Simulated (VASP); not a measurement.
# SiNi (CsCl type) (Pm-3m) in VASP: further runs

Runs on SiNi (CsCl type). Level: PBE. Tasks: single point.

Program: VASP 6.6.1. These are calculated values, not measurements. Logs are shortened: lines on timing, memory, paths and dates and some standing lists are left out, and cuts for length are marked.

## (1) The cell of the first run

The structure is cubic, space group Pm-3m (No. 221). The conventional cell has a = 2.782 Å, b = 2.782 Å, c = 2.782 Å, α = 90.00°, β = 90.00°, γ = 90.00°. Ni (site symmetry m-3m) has 8 Si at 2.41 Å and 6 Ni at 2.78 Å within 3.2 Å. Si (site symmetry m-3m) has 8 Ni at 2.41 Å and 6 Si at 2.78 Å within 3.2 Å.

## (2) Single point, PBE

The input, INCAR:

```
PREC = Accurate ; ENCUT = 520
EDIFF = 1E-7 ; ISMEAR = -1
SIGMA = 0.05 ; LREAL = F
LASPH = T ; NELM = 100
ALGO = Normal ; ISIF = 2
LWAVE = F ; LCHARG = F
GGA = PE ; NBANDS = 14
```

The input, KPOINTS:

```
Automatic mesh
0
Gamma
  14 14 14
```

The input, POSCAR:

```
SiNi
1.0
    2.7816212507      0.0000000000      0.0000000000
    0.0000000000      2.7816212507      0.0000000000
    0.0000000000      0.0000000000      2.7816212507
Ni Si
1 1
Direct
    0.0000000000      0.0000000000      0.0000000000
    0.5000000000      0.5000000000      0.5000000000
```

Potentials or basis: VASP PAW PBE potentials, release 64 (Ni, Si).

The run is started by

```console
$ cat potpaw_PBE.64/Ni/POTCAR potpaw_PBE.64/Si/POTCAR > POTCAR
$ mpirun -np 1 vasp_std > vasp.out
```

OUTCAR:

```text
PREC = Accurate
   ENCUT = 520
   EDIFF = 1E-7
   ISMEAR = -1
   LREAL = F
   LASPH = T
   NELM = 100
   ISIF = 2
   GGA = PE

 ion  position               nearest neighbor table
   1  0.000  0.000  0.000-   2 2.41   2 2.41   2 2.41   2 2.41   2 2.41   2 2.41   2 2.41   2 2.41

   2  0.500  0.500  0.500-   1 2.41   1 2.41   1 2.41   1 2.41   1 2.41   1 2.41   1 2.41   1 2.41

  LATTYP: Found a simple cubic cell.
 ALAT       =     2.7816212507

  Lattice vectors:

 A1 = (   2.7816212507,   0.0000000000,   0.0000000000)
 A2 = (   0.0000000000,   2.7816212507,   0.0000000000)
 A3 = (   0.0000000000,   0.0000000000,   2.7816212507)

Analysis of symmetry for initial positions (statically):
=====================================================================
 Subroutine PRICEL returns:
 Original cell was already a primitive cell.

 Routine SETGRP: Setting up the symmetry group for a
 simple cubic supercell.

 Subroutine GETGRP returns: Found 48 space group operations
 (whereof 48 operations were pure point group operations)
 out of a pool of 48 trial point group operations.

The static configuration has the point symmetry O_h .

Analysis of symmetry for dynamics (positions and initial velocities):
=====================================================================
 Subroutine PRICEL returns:
 Original cell was already a primitive cell.

 Routine SETGRP: Setting up the symmetry group for a
 simple cubic supercell.

 Subroutine GETGRP returns: Found 48 space group operations
 (whereof 48 operations were pure point group operations)
 out of a pool of 48 trial point group operations.

The dynamic configuration has the point symmetry O_h .

 Subroutine INISYM returns: Found 48 space group operations
 (whereof 48 operations are pure point group operations),
 and found     1 'primitive' translations

----------------------------------------------------------------------------------------

                                     Primitive cell

  volume of cell :      21.5226

  direct lattice vectors                    reciprocal lattice vectors
     2.781621251  0.000000000  0.000000000     0.359502574  0.000000000  0.000000000
     0.000000000  2.781621251  0.000000000     0.000000000  0.359502574  0.000000000
     0.000000000  0.000000000  2.781621251     0.000000000  0.000000000  0.359502574

  length of vectors
     2.781621251  2.781621251  2.781621251     0.359502574  0.359502574  0.359502574

  position of ions in fractional coordinates (direct lattice)
     0.000000000  0.000000000  0.000000000
     0.500000000  0.500000000  0.500000000

  ion indices of the primitive-cell ions
   primitive index   ion index
                 1           1
                 2           2

----------------------------------------------------------------------------------------

 KPOINTS: Automatic mesh

Automatic generation of k-mesh.
 Grid dimensions read from file:
 generate k-points for:   14   14   14

 Generating k-lattice:

  Cartesian coordinates                     Fractional coordinates (reciprocal lattice)
     0.025678755  0.000000000  0.000000000     0.071428571  0.000000000  0.000000000
     0.000000000  0.025678755  0.000000000     0.000000000  0.071428571  0.000000000
     0.000000000  0.000000000  0.025678755     0.000000000  0.000000000  0.071428571

  Length of vectors
     0.025678755  0.025678755  0.025678755

  Shift w.r.t. Gamma in fractional coordinates (k-lattice)
     0.000000000  0.000000000  0.000000000

 Subroutine IBZKPT returns following result:
 ===========================================

 Found    120 irreducible k-points:

 Following reciprocal coordinates:
            Coordinates               Weight
  0.000000  0.000000  0.000000      1.000000
  0.071429  0.000000  0.000000      6.000000
  0.142857  0.000000  0.000000      6.000000
  0.214286  0.000000  0.000000      6.000000
  0.285714  0.000000  0.000000      6.000000
  0.357143  0.000000  0.000000      6.000000
[... 16 lines left out ...]
  0.285714  0.214286  0.000000     24.000000
  0.357143  0.214286  0.000000     24.000000
 [... further k-points ...]
   k-points           NKPTS =    120   k-points in BZ     NKDIM =    120   number of bands    NBANDS=     14
   number of dos      NEDOS =    301   number of ions     NIONS =      2
   total plane-waves  NPLWV =  13824
   dimension x,y,z NGX =    24 NGY =   24 NGZ =   24
   dimension x,y,z NGXF=    48 NGYF=   48 NGZF=   48
   ions per type =               1   1
   NGX,Y,Z   is equivalent  to a cutoff of  14.34, 14.34, 14.34 a.u.
   NGXF,Y,Z  is equivalent  to a cutoff of  28.69, 28.69, 28.69 a.u.
 SYSTEM =  unknown system
   PREC   = accura    normal or accurate (medium, high low for compatibility)
   ISTART =      0    job   : 0-new  1-cont  2-samecut
   ICHARG =      2    charge: 1-file 2-atom 10-const
   ISPIN  =      1    spin polarized calculation?
   LNONCOLLINEAR =      F non collinear calculations
   LSORBIT =      F    spin-orbit coupling
   LASPH  =      T    aspherical Exc in radial PAW
   ENCUT  =  520.0 eV  38.22 Ry    6.18 a.u.   5.17  5.17  5.17*2*pi/ulx,y,z
   NELM   =    100;   NELMIN=  2; NELMDL= -5     # of ELM steps
   EDIFF  = 0.1E-06   stopping-criterion for ELM
   LREAL  =      F    real-space projection
   EDIFFG = 0.1E-05   stopping-criterion for IOM
   NSW    =      0    number of steps for IOM
   IBRION =     -1    ionic relax: 0-MD 1-quasi-New 2-CG
   NFREE  =      0    steps in history (QN), initial steepest desc. (CG)
   ISIF   =      2    stress and relaxation
   ISYM   =      2    0-nonsym 1-usesym 2-fastsym
   POTIM  = 0.5000    time-step for ionic-motion
   TEBEG  =    0.0;   TEEND  =   0.0 temperature during run
   PSTRESS=    0.0 pullay stress
   NELECT =      14.0000    total number of electrons
   NUPDOWN=      -1.0000    fix difference up-down
   EMIN   =  10.00;   EMAX   =-10.00  energy-range for DOS
   EFERMI =   0.00;   METHOD = LEGACY
   ISMEAR =    -1;   SIGMA  =   0.05  broadening in eV -4-tet -1-fermi 0-gaus
   EFERMI_NEDOS =   21; number of points for ismear=-14 and -15
   IALGO  =     38    algorithm
   IMIX   =      4    mixing-type and parameters
     AMIX     =   0.40;   BMIX     =  1.00
     AMIX_MAG =   1.60;   BMIX_MAG =  1.00
  volume/ion in A,a.u.               =      10.76        72.62
  Fermi-wavevector in a.u.,A,eV,Ry     =   1.418468  2.680516 27.375619  2.012051
  Thomas-Fermi vector in A             =   2.539590
   LORBIT       =      0    0 simple, 1 ext, 2 COOP (PROOUT), +10 PAW based schemes
   GGA     = PE    functional components
   LHFCALC =     F    Hartree Fock is set to
   AEXX    =    0.0000 exact exchange contribution
   IVDW    =     0    specifies the selected vdW correction
   LEPSILON=     F    determine dielectric tensor
   LRPA    =     F    only Hartree local field effects (RPA)
 non-spin polarized calculation
  energy-cutoff  :      520.00
  volume of cell :       21.52
 maximum number of plane-waves:       595
 NGX is ok and might be reduce to    24
   NGX = 11   NGY = 11   NGZ = 11

 number of electron      13.9999990 magnetization

 Free energy of the ion-electron system (eV)
  ---------------------------------------------------
  ext. energy  EPLUGINS =         0.00000000
  ---------------------------------------------------
  free energy    TOTEN  =       -11.41740680 eV

  energy without entropy =      -11.41353511  energy(sigma->0) =      -11.41547096

 E-fermi :  12.9915     XC(G=0): -12.8859

 val. band max:       12.9556352219   @ k =   0.4286   0.3571   0.3571
 cond. band min:      13.0131739507   @ k =   0.3571   0.3571   0.3571
 fundamental gap:      0.0575387287
 Fermi energy:        12.9915007972

 k-point     1 :       0.0000    0.0000    0.0000
  band No.  band energies     occupation
      1      -1.7983      2.00000
      2       8.3446      2.00000
      3       8.3446      2.00000
      4      10.3807      2.00000
      5      10.3807      2.00000
      6      10.3807      2.00000
      7      15.4501      0.00000
      8      15.4501      0.00000
      9      15.4501      0.00000
     10      19.7078      0.00000
     11      19.7078      0.00000
     12      23.9648      0.00000
     13      32.0923      0.00000
     14      32.0923      0.00000

 k-point     2 :       0.0714    0.0000    0.0000
  band No.  band energies     occupation
      1      -1.7004      2.00000
      2       8.3012      2.00000
      3       8.3740      2.00000
      4      10.3121      2.00000
      5      10.3121      2.00000
      6      10.3867      2.00000
      7      14.7135      0.00000
      8      15.6049      0.00000
      9      15.6049      0.00000
     10      19.6932      0.00000
     11      20.3744      0.00000
     12      24.3196      0.00000
     13      31.0906      0.00000
     14      31.0906      0.00000

 k-point     3 :       0.1429    0.0000    0.0000
  band No.  band energies     occupation
      1      -1.4083      2.00000
      2       8.1161      2.00000
      3       8.4577      2.00000
      4      10.1339      2.00000
      5      10.1339      2.00000
      6      10.4037      2.00000
      7      13.3771      0.00089
      8      16.0428      0.00000
      9      16.0428      0.00000
     10      19.6503      0.00000
     11      21.4252      0.00000
     12      25.4985      0.00000
     13      29.2964      0.00000
     14      29.2964      0.00000

 k-point     4 :       0.2143    0.0000    0.0000
  band No.  band energies     occupation
      1      -0.9269      2.00000
      2       7.6317      2.00000
      3       8.5823      2.00000
      4       9.9047      2.00000
      5       9.9047      2.00000
      6      10.4284      2.00000
      7      12.2530      2.00000
      8      16.7087      0.00000
      9      16.7087      0.00000
     10      19.5826      0.00000
     11      22.2127      0.00000
     12      27.4165      0.00000
     13      27.4503      0.00000
     14      27.4503      0.00000

 k-point     5 :       0.2857    0.0000    0.0000
  band No.  band energies     occupation
      1      -0.2656      2.00000
      2       6.7293      2.00000
      3       8.7261      2.00000
      4       9.6792      2.00000
      5       9.6792      2.00000
      6      10.4560      2.00000
      7      11.6239      2.00000
      8      17.5516      0.00000
      9      17.5516      0.00000
     10      19.4985      0.00000
     11      22.8608      0.00000
[... 276 lines left out ...]
 k-point    22 :       0.2143    0.2143    0.0000
  band No.  band energies     occupation
      1      -0.0863      2.00000
      2       7.9620      2.00000
      3       8.0298      2.00000
      4       9.4773      2.00000
      5       9.8998      2.00000
      6      10.1210      2.00000
      7      12.5374      1.99977
      8      13.6469      0.00000
      9      17.7606      0.00000
     10      20.6721      0.00000
     11      23.2819      0.00000
     12      25.8370      0.00000
     13      27.3092      0.00000
     14      28.6362      0.00000

 k-point    23 :       0.2857    0.2143    0.0000
  band No.  band energies     occupation
      1       0.5474      2.00000
      2       7.2046      2.00000
      3       8.2176      2.00000
      4       9.3966      2.00000
      5       9.7660      2.00000
      6      10.1049      2.00000
      7      11.9386      2.00000
      8      13.9076      0.00000
      9      18.4672      0.00000
     10      20.1852      0.00000
     11      22.3879      0.00000
     12      26.1237      0.00000
     13      26.9821      0.00000
     14      28.7183      0.00000

 k-point    24 :       0.3571    0.2143    0.0000
  band No.  band energies     occupation
      1       1.3268      2.00000
      2       6.1486      2.00000
      3       8.4526      2.00000
      4       9.3128      2.00000
      5       9.6159      2.00000
      6      10.1336      2.00000
      7      11.5196      2.00000
      8      14.5105      0.00000
      9      19.0947      0.00000
     10      19.2670      0.00000
     11      22.2561      0.00000
     12      24.7784      0.00000
     13      27.5531      0.00000
     14      28.7937      0.00000

 [... further k-points ...]
[... 5 lines left out ...]
  --------------------------------------------------------------------------------------
  -------------------------------------------------------------------------------------
  Total        1.6152871      1.6152871      1.6152871     -0.0000000     -0.0000000      0.0000000
  in kB      120.2448024    120.2448024    120.2448024     -0.0000000     -0.0000000      0.0000000
  external PRESSURE =     120.2448024 kB  Pullay stress =       0.0000000 kB

 VOLUME and BASIS-vectors are now :
 -----------------------------------------------------------------------------
  energy-cutoff  :      520.00
  volume of cell :       21.52
      direct lattice vectors                 reciprocal lattice vectors
     2.781621251  0.000000000  0.000000000     0.359502574  0.000000000  0.000000000
     0.000000000  2.781621251  0.000000000     0.000000000  0.359502574  0.000000000
     0.000000000  0.000000000  2.781621251     0.000000000  0.000000000  0.359502574

 POSITION                                       TOTAL-FORCE (eV/Angst)
 -----------------------------------------------------------------------------------
      0.00000      0.00000      0.00000         0.000000      0.000000      0.000000
      1.39081      1.39081      1.39081         0.000000      0.000000      0.000000
 -----------------------------------------------------------------------------------
    total drift:                                0.000000      0.000000      0.000000

  FREE ENERGIE OF THE ION-ELECTRON SYSTEM (eV)
  ---------------------------------------------------
  free  energy   TOTEN  =       -11.4174068031 eV

  energy  without entropy=      -11.4135351102  energy(sigma->0) =      -11.41547096
```

Run time: 12 s. Hardware: 1 thread of Intel Xeon 6975P-C (Granite Rapids), shared host; peak memory 0.16 GiB.

What came out:

```yaml
Free_energy: -11.4174 eV
Pressure: 12.0 GPa
Band_gap_on_the_k_mesh: zero (band 7 reaches 15.45 eV, above the bottom of band 8 at 12.16 eV)
```

Levels at points of the mesh, in eV from the Fermi level:
| k point | band 5 | band 6 | band 7 | band 8 | band 9 | band 10 |
| --- | --- | --- | --- | --- | --- | --- |
| (0.00, 0.00, 0.00) | -2.61 | -2.61 | 2.46 | 2.46 | 2.46 | 6.72 |
| (0.50, 0.00, 0.00) | -3.66 | -2.49 | -1.64 | 6.33 | 7.35 | 7.35 |
| (0.50, 0.50, 0.00) | -3.28 | -3.28 | -1.93 | 0.20 | 0.61 | 7.75 |
| (0.50, 0.50, 0.50) | -1.90 | -1.90 | 0.57 | 0.57 | 0.57 | 2.33 |

## (3) Single point, PBE

The input, INCAR:

```
SYSTEM = SiNi
PREC = Accurate
ENCUT = 520
EDIFF = 1E-6
ISMEAR = -1
SIGMA = 0.05
LREAL = .False.
LASPH = .True.
NELM = 60
ALGO = Normal
ISIF = 2
LWAVE = .False.
LCHARG = .True.
GGA = PE
LELF = .True.
LVHAR = .True.
NBANDS = 14
```

The input, KPOINTS:

```
regular mesh
0
Gamma
  14 14 14
  0 0 0
```

POSCAR is that of step 2.

Potentials or basis: VASP PAW PBE potentials, release 64 (Ni, Si).

The run is started by

```console
$ cat potpaw_PBE.64/Ni/POTCAR potpaw_PBE.64/Si/POTCAR > POTCAR
$ mpirun -np 1 vasp_std > vasp.out
```

It took 12 s on 1 thread of Intel Xeon 6975P-C (Granite Rapids), shared host; peak memory 0.16 GiB.

Results (log left out):

| Quantity | Value |
| --- | --- |
| Free energy | -11.4174 eV |
| Pressure | 12.0 GPa |
| Band gap on the k mesh | zero (band 7 reaches 15.45 eV, above the bottom of band 8 at 12.16 eV) |

Levels at points of the mesh, in eV from the Fermi level:
```
           k point  band 3  band 4  band 5  band 6  band 7  band 8  band 9  band 10  band 11  band 12
(0.00, 0.00, 0.00)   -4.65   -2.61   -2.61   -2.61    2.46    2.46    2.46     6.72     6.72    10.97
(0.50, 0.00, 0.00)   -4.00   -3.66   -3.66   -2.49   -1.64    6.33    7.35     7.35     8.75     8.75
(0.50, 0.50, 0.00)   -5.82   -4.80   -3.28   -3.28   -1.93    0.20    0.61     7.75    13.05    13.79
(0.50, 0.50, 0.50)   -6.45   -2.03   -1.90   -1.90    0.57    0.57    0.57     2.33     2.33     2.33
```

Spin polarisation is off, so any magnetic state and its effect on volume and gap are missing.
